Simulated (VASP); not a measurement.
# Mg (P6_3/mmc) in VASP: single point with r2SCAN

Aim: the single point of Mg with r2SCAN.

All numbers are computed with VASP 6.6.1; they aren't measurements. Logs are shortened: lines on timing, memory, paths and dates and some standing lists are left out, and cuts for length are marked.

### 1 The cell of the first run

Symmetry: P6_3/mmc, No. 194, hexagonal system. Conventional cell: a = 3.179 Å, b = 3.179 Å, c = 5.176 Å, α = 90.00°, β = 90.00°, γ = 120.00°. Within 4.2 Å of Mg (site symmetry -6m2) lie 12 Mg at 3.17 to 3.18 Å.

### 2 Single point, r2SCAN

Input file POSCAR:

```
Mg
1.0
    3.1790694754      0.0000000000      0.0000000000
   -1.5895347377      2.7531549261      0.0000000000
    0.0000000000      0.0000000000      5.1756157406
Mg
2
Direct
    0.3333333333      0.6666666667      0.2500000000
    0.6666666667      0.3333333333      0.7500000000
```

Input file INCAR.step1:

```
SYSTEM = Mg
PREC = Accurate ; ENCUT = 660
ISMEAR = -1 ; SIGMA = 0.1
LREAL = .False. ; LASPH = .True.
NELM = 120 ; NBANDS = 9
GGA = PE ; ALGO = Normal
EDIFF = 1E-5 ; LWAVE = .True.
LCHARG = .False. ; GGA_COMPAT = .False.
```

Input file INCAR.step2:

```
SYSTEM = Mg
PREC = Accurate ; ENCUT = 660
EDIFF = 1E-6 ; ISMEAR = -1
SIGMA = 0.1 ; LREAL = .False.
LASPH = .True. ; NELM = 120
ALGO = Normal ; ISIF = 2
LWAVE = .False. ; LCHARG = .False.
METAGGA = R2SCAN ; LMIXTAU = .True.
NBANDS = 9 ; ISTART = 1
GGA_COMPAT = .False.
```

Input file KPOINTS:

```
regular mesh
0
Gamma
  6 6 4
  0 0 0
```

Potentials or basis: VASP PAW PBE potentials, release 64 (Mg).

Started as:

```sh
$ cat potpaw_PBE.64/Mg/POTCAR > POTCAR
$ cp INCAR.step1 INCAR
$ mpirun -np 1 vasp_std > vasp.out
$ cp INCAR.step2 INCAR
$ mpirun -np 1 vasp_std > vasp.out
```

OUTCAR:

```text
SYSTEM = Mg
   PREC = Accurate
   ENCUT = 660
   EDIFF = 1E-6
   ISMEAR = -1
   LREAL = .False.
   LASPH = .True.
   NELM = 120
   ISIF = 2
   METAGGA = R2SCAN
   ISTART = 1

 ion  position               nearest neighbor table
   1  0.333  0.667  0.250-   2 3.17   2 3.17   2 3.17   2 3.17   2 3.17   2 3.17
   2  0.667  0.333  0.750-   1 3.17   1 3.17   1 3.17   1 3.17   1 3.17   1 3.17

  LATTYP: Found a hexagonal cell.
 ALAT       =     3.1790694754
 C/A-ratio  =     1.6280285098

  Lattice vectors:

 A1 = (   3.1790694754,   0.0000000000,   0.0000000000)
 A2 = (  -1.5895347377,   2.7531549261,   0.0000000000)
 A3 = (   0.0000000000,   0.0000000000,   5.1756157406)

Analysis of symmetry for initial positions (statically):
=====================================================================
 Subroutine PRICEL returns:
 Original cell was already a primitive cell.

 Routine SETGRP: Setting up the symmetry group for a
 hexagonal supercell.

 Subroutine GETGRP returns: Found 24 space group operations
 (whereof 12 operations were pure point group operations)
 out of a pool of 24 trial point group operations.

The static configuration has the point symmetry D_3d.
 The point group associated with its full space group is D_6h.

Analysis of symmetry for dynamics (positions and initial velocities):
=====================================================================
 Subroutine PRICEL returns:
 Original cell was already a primitive cell.

 Routine SETGRP: Setting up the symmetry group for a
 hexagonal supercell.

 Subroutine GETGRP returns: Found 24 space group operations
 (whereof 12 operations were pure point group operations)
 out of a pool of 24 trial point group operations.

The dynamic configuration has the point symmetry D_3d.
 The point group associated with its full space group is D_6h.

 Subroutine INISYM returns: Found 24 space group operations
 (whereof 12 operations are pure point group operations),
 and found     1 'primitive' translations

----------------------------------------------------------------------------------------

                                     Primitive cell

  volume of cell :      45.2994

  direct lattice vectors                    reciprocal lattice vectors
     3.179069475  0.000000000  0.000000000     0.314557454  0.181609831  0.000000000
    -1.589534738  2.753154926  0.000000000     0.000000000  0.363219661  0.000000000
     0.000000000  0.000000000  5.175615741     0.000000000  0.000000000  0.193213726

  length of vectors
     3.179069475  3.179069475  5.175615741     0.363219661  0.363219661  0.193213726

  position of ions in fractional coordinates (direct lattice)
     0.333333333  0.666666667  0.250000000
     0.666666667  0.333333333  0.750000000

  ion indices of the primitive-cell ions
   primitive index   ion index
                 1           1
                 2           2

----------------------------------------------------------------------------------------

 KPOINTS: regular mesh

Automatic generation of k-mesh.
 Grid dimensions read from file:
 generate k-points for:    6    6    4

 Generating k-lattice:

  Cartesian coordinates                     Fractional coordinates (reciprocal lattice)
     0.052426242  0.030268305  0.000000000     0.166666667  0.000000000  0.000000000
     0.000000000  0.060536610  0.000000000     0.000000000  0.166666667  0.000000000
     0.000000000  0.000000000  0.048303431     0.000000000  0.000000000  0.250000000

  Length of vectors
     0.060536610  0.060536610  0.048303431

  Shift w.r.t. Gamma in fractional coordinates (k-lattice)
     0.000000000  0.000000000  0.000000000

 Subroutine IBZKPT returns following result:
 ===========================================

 Found     21 irreducible k-points:

 Following reciprocal coordinates:
            Coordinates               Weight
  0.000000  0.000000  0.000000      1.000000
  0.166667  0.000000  0.000000      6.000000
  0.333333 -0.000000  0.000000      6.000000
  0.500000 -0.000000  0.000000      3.000000
  0.166667  0.166667  0.000000      6.000000
  0.333333  0.166667  0.000000     12.000000
[... 13 lines left out ...]
  0.333333  0.166667  0.500000     12.000000
  0.333333  0.333333  0.500000      2.000000
   k-points           NKPTS =     21   k-points in BZ     NKDIM =     21   number of bands    NBANDS=      9
   number of dos      NEDOS =    301   number of ions     NIONS =      2
   total plane-waves  NPLWV =  37632
   dimension x,y,z NGX =    28 NGY =   28 NGZ =   48
   dimension x,y,z NGXF=    56 NGYF=   56 NGZF=   96
   ions per type =               2
   NGX,Y,Z   is equivalent  to a cutoff of  14.64, 14.64, 15.42 a.u.
   NGXF,Y,Z  is equivalent  to a cutoff of  29.28, 29.28, 30.84 a.u.
 SYSTEM =  Mg
   PREC   = accura    normal or accurate (medium, high low for compatibility)
   ISTART =      1    job   : 0-new  1-cont  2-samecut
   ICHARG =      0    charge: 1-file 2-atom 10-const
   ISPIN  =      1    spin polarized calculation?
   LNONCOLLINEAR =      F non collinear calculations
   LSORBIT =      F    spin-orbit coupling
   LASPH  =      T    aspherical Exc in radial PAW
   ENCUT  =  660.0 eV  48.51 Ry    6.96 a.u.   6.66  6.66 10.84*2*pi/ulx,y,z
   NELM   =    120;   NELMIN=  2; NELMDL=  0     # of ELM steps
   EDIFF  = 0.1E-05   stopping-criterion for ELM
   LREAL  =      F    real-space projection
   EDIFFG = 0.1E-04   stopping-criterion for IOM
   NSW    =      0    number of steps for IOM
   IBRION =     -1    ionic relax: 0-MD 1-quasi-New 2-CG
   NFREE  =      0    steps in history (QN), initial steepest desc. (CG)
   ISIF   =      2    stress and relaxation
   ISYM   =      2    0-nonsym 1-usesym 2-fastsym
   POTIM  = 0.5000    time-step for ionic-motion
   TEBEG  =    0.0;   TEEND  =   0.0 temperature during run
   PSTRESS=    0.0 pullay stress
   NELECT =       4.0000    total number of electrons
   NUPDOWN=      -1.0000    fix difference up-down
   EMIN   =  10.00;   EMAX   =-10.00  energy-range for DOS
   EFERMI =   0.00;   METHOD = LEGACY
   ISMEAR =    -1;   SIGMA  =   0.10  broadening in eV -4-tet -1-fermi 0-gaus
   EFERMI_NEDOS =   21; number of points for ismear=-14 and -15
   IALGO  =     38    algorithm
   IMIX   =      4    mixing-type and parameters
     AMIX     =   0.40;   BMIX     =  1.00
     AMIX_MAG =   1.60;   BMIX_MAG =  1.00
  volume/ion in A,a.u.               =      22.65       152.85
  Fermi-wavevector in a.u.,A,eV,Ry     =   0.729005  1.377620  7.230796  0.531449
  Thomas-Fermi vector in A             =   1.820620
   LORBIT       =      0    0 simple, 1 ext, 2 COOP (PROOUT), +10 PAW based schemes
   METAGGA = R2SCAN    functional components
   LHFCALC =     F    Hartree Fock is set to
   AEXX    =    0.0000 exact exchange contribution
   IVDW    =     0    specifies the selected vdW correction
   LEPSILON=     F    determine dielectric tensor
   LRPA    =     F    only Hartree local field effects (RPA)
 non-spin polarized calculation
  energy-cutoff  :      660.00
  volume of cell :       45.30
 maximum number of plane-waves:      1762
 NGX is ok and might be reduce to    28
   NGX = 13   NGY = 13   NGZ = 21

 number of electron       4.0000000 magnetization

 Free energy of the ion-electron system (eV)
  ---------------------------------------------------
  ext. energy  EPLUGINS =         0.00000000
  ---------------------------------------------------
  free energy    TOTEN  =        -8.24555592 eV

  energy without entropy =       -8.21312945  energy(sigma->0) =       -8.22934269

 E-fermi :   2.5834     XC(G=0):  -9.0834

 val. band max:        2.5644344315   @ k =   0.3333   0.1667   0.0000
 cond. band min:       2.8881747898   @ k =   0.3333   0.3333   0.5000
 fundamental gap:      0.3237403583
 Fermi energy:         2.5834251414

 k-point     1 :       0.0000    0.0000    0.0000
  band No.  band energies     occupation
      1      -4.7324      2.00000
      2       0.7714      2.00000
      3       1.4953      1.99996
      4      14.5311      0.00000
      5      14.5311      0.00000
      6      14.7248      0.00000
      7      14.7248      0.00000
      8      15.3840      0.00000
      9      17.3430      0.00000

 k-point     2 :       0.1667    0.0000    0.0000
  band No.  band energies     occupation
      1      -4.1451      2.00000
      2       1.3153      1.99999
      3       2.0482      1.99057
      4       9.3859      0.00000
      5      12.1771      0.00000
      6      12.7584      0.00000
      7      14.4046      0.00000
      8      15.5748      0.00000
      9      17.0146      0.00000

 k-point     3 :       0.3333   -0.0000    0.0000
  band No.  band energies     occupation
      1      -2.4042      2.00000
      2       2.9501      0.04987
      3       3.3242      0.00121
      4       4.9072      0.00000
      5       9.5297      0.00000
      6       9.7305      0.00000
      7      10.7019      0.00000
      8      12.8396      0.00000
      9      15.3460      0.00000

 k-point     4 :       0.5000   -0.0000    0.0000
  band No.  band energies     occupation
      1       0.3310      2.00000
      2       0.5112      2.00000
      3       5.5493      0.00000
      4       5.8299      0.00000
      5       6.3125      0.00000
      6       6.7638      0.00000
      7      10.2112      0.00000
      8      11.9653      0.00000
      9      14.7788      0.00000

 k-point     5 :       0.1667    0.1667    0.0000
  band No.  band energies     occupation
      1      -2.9809      2.00000
      2       2.4047      1.71318
      3       3.0761      0.01439
      4       6.9530      0.00000
      5       7.6048      0.00000
      6      11.9505      0.00000
      7      12.6336      0.00000
      8      12.8136      0.00000
      9      13.7831      0.00000

 k-point     6 :       0.3333    0.1667    0.0000
  band No.  band energies     occupation
      1      -0.6970      2.00000
      2       2.5644      1.09467
      3       4.5864      0.00000
      4       5.1003      0.00000
      5       6.4871      0.00000
      6       7.8827      0.00000
      7       9.4440      0.00000
      8      11.2186      0.00000
      9      12.5552      0.00000
[... 133 lines left out ...]
 k-point    18 :       0.5000   -0.0000    0.5000
  band No.  band energies     occupation
      1       1.4537      1.99998
      2       1.4537      1.99998
      3       2.3384      1.84120
      4       2.3384      1.84120
      5      11.2893      0.00000
      6      11.2893      0.00000
      7      11.4666      0.00000
      8      11.4666      0.00000
      9      13.1211      0.00000

 k-point    19 :       0.1667    0.1667    0.5000
  band No.  band energies     occupation
      1      -1.5194      2.00000
      2      -1.5194      2.00000
      3       7.9963      0.00000
      4       7.9963      0.00000
      5       8.5120      0.00000
      6       8.5120      0.00000
      7      10.7022      0.00000
      8      10.7022      0.00000
      9      17.9902      0.00000

 k-point    20 :       0.3333    0.1667    0.5000
  band No.  band energies     occupation
      1       0.7095      2.00000
      2       0.7095      2.00000
      3       4.1234      0.00000
      4       4.1234      0.00000
      5       7.5244      0.00000
      6       7.5244      0.00000
      7      12.2759      0.00000
      8      12.2759      0.00000
      9      15.1969      0.00000

 k-point    21 :       0.3333    0.3333    0.5000
  band No.  band energies     occupation
      1       2.8882      0.09065
      2       2.8882      0.09065
      3       3.3230      0.00123
      4       3.3230      0.00123
      5       4.6264      0.00000
      6       4.6264      0.00000
      7      14.5588      0.00000
      8      14.5588      0.00000
      9      14.6156      0.00000

------------------------ aborting loop because EDIFF is reached ----------------------------------------

  FORCE on cell =-STRESS in cart. coord.  units (eV):
  Direction    XX          YY          ZZ          XY          YZ          ZX
  --------------------------------------------------------------------------------------
  -------------------------------------------------------------------------------------
  Total       -0.0736760     -0.0736760     -0.0767814      0.0000000      0.0000000      0.0000000
  in kB       -2.6058186     -2.6058186     -2.7156490      0.0000000      0.0000000      0.0000000
  external PRESSURE =      -2.6424287 kB  Pullay stress =       0.0000000 kB

 VOLUME and BASIS-vectors are now :
 -----------------------------------------------------------------------------
  energy-cutoff  :      660.00
  volume of cell :       45.30
      direct lattice vectors                 reciprocal lattice vectors
     3.179069475  0.000000000  0.000000000     0.314557454  0.181609831  0.000000000
    -1.589534738  2.753154926  0.000000000     0.000000000  0.363219661  0.000000000
     0.000000000  0.000000000  5.175615741     0.000000000  0.000000000  0.193213726

 POSITION                                       TOTAL-FORCE (eV/Angst)
 -----------------------------------------------------------------------------------
     -0.00000      1.83544      1.29390         0.000000     -0.000000      0.000000
      1.58953      0.91772      3.88171        -0.000000      0.000000      0.000000
 -----------------------------------------------------------------------------------
    total drift:                                0.000000     -0.000000      0.000000

  FREE ENERGIE OF THE ION-ELECTRON SYSTEM (eV)
  ---------------------------------------------------
  free  energy   TOTEN  =        -8.2455559237 eV

  energy  without entropy=       -8.2131294485  energy(sigma->0) =       -8.22934269
```

Wall time 23 s (1 thread of Intel Xeon 6975P-C (Granite Rapids), shared host); peak memory 0.18 GiB.

What came out:

* Free energy: -8.2456 eV
* Pressure: -0.3 GPa
* Band gap on the k mesh: zero (band 2 reaches 2.95 eV, above the bottom of band 3 at 1.50 eV)

Levels at points of the mesh, in eV from the Fermi level:
```tsv
k point	band 1	band 2	band 3	band 4	band 5	band 6
(0.00, 0.00, 0.00)	-7.32	-1.81	-1.09	11.95	11.95	12.14
(0.50, 0.00, 0.00)	-2.25	-2.07	2.97	3.25	3.73	4.18
(0.00, 0.00, 0.50)	-5.83	-5.83	5.52	5.52	12.71	12.71
(0.50, 0.00, 0.50)	-1.13	-1.13	-0.25	-0.25	8.71	8.71
```

Caveat: the k points lie up to 0.38 Å⁻¹ apart; the PAW data sets were made with another functional, which shifts forces and pressure a little.
